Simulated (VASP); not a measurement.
Crystal: Mg2Si.

```
Mg Si
1.0
     0.00000    3.19550    3.19550
     3.19550    0.00000    3.19550
     3.19550    3.19550    0.00000
Mg Si
2 1
Direct
  0.25000 0.25000 0.25000
  0.75000 0.75000 0.75000
  0.00000 0.00000 0.00000
```

```yaml
Program: VASP 6.6.1
Task: relaxation of cell and atoms
Functional: PBEsol
Potentials_or_basis: VASP PAW PBE potentials, release 64 (Mg, Si)
Cutoff: 600 eV
k_mesh: 10 × 10 × 10
Occupations: gaussian, width 0.01 eV
Spin: no spin polarisation
```

At the start: pressure -1.7 GPa; volume 21.75 Å³/atom.

How do energy, volume and symmetry change on relaxing?

Over 3 steps the energy falls by 3.6 meV/atom and the volume is 21.08 Å³/atom (-3.1 %); space group Fm-3m (No. 225, to 0.05 Å).

Step by step:
```
step  energy change (eV)  largest force (eV/Å)  pressure (GPa)  volume (Å³)
   1              0.0000                0.0000           -1.66        65.26
   2             -0.0107                0.0000            0.09        63.15
   3             -0.0107                0.0000            0.00        63.25
```

Final structure:
```
CELL_PARAMETERS angstrom
0.00000 3.16236 3.16236
3.16236 0.00000 3.16236
3.16236 3.16236 0.00000
ATOMIC_POSITIONS crystal
Mg 0.25000 0.25000 0.25000
Mg 0.75000 0.75000 0.75000
Si 0.00000 0.00000 0.00000
```

Caveat: the PAW data sets were made with another functional, which shifts forces and pressure a little.
